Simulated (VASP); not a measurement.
A run of VASP 6.6.1 is set up as follows.

The input INCAR:

```
  ALGO = Normal
  EDIFF = 1E-8
  ENCUT = 520
  GGA = CA
  IBRION = 8
  ISIF = 2
  ISMEAR = 0
  LASPH = T
  LCHARG = F
  LEPSILON = T
  LREAL = F
  LWAVE = F
  NELM = 80
  NSW = 1
  PREC = Accurate
  SIGMA = 0.01
```

KPOINTS

```
k-points
0
Gamma
  12 12 12
```

POSCAR

```
BN
1.0
    0.0000000000      3.2770124115      2.1533103428
    1.2451289835      0.0000000000      2.1533103428
    1.2451289835      3.2770124115      0.0000000000
B N
1 1
Direct
    0.0001258919      0.0001258919      0.9998741081
    0.6665740981      0.6665740981      0.3334259019
```

Potentials or basis: VASP PAW LDA potentials, release 64 (B, N).

Run with:

```sh
$ cat potpaw_LDA.64/B/POTCAR potpaw_LDA.64/N/POTCAR > POTCAR
$ mpirun -np 1 vasp_std > vasp.out
```

**Question.** What does it give for the electronic dielectric tensor (diagonal)?

**Answer.** 4.90, 2.74, 4.93.

**Question.** What does it give for the Born charges (mean of the diagonal)?

**Answer.** B +2.04; N -2.04 e.

**Question.** What does it give for the highest phonon frequency at Γ, LO-TO splitting left out?

**Answer.** 1385 cm⁻¹.

Phonon frequencies in cm⁻¹ (negative: imaginary):
```tsv
q point	frequencies
(0.000, 0.000, 0.000)	0 0 0 763 1385 1385
```
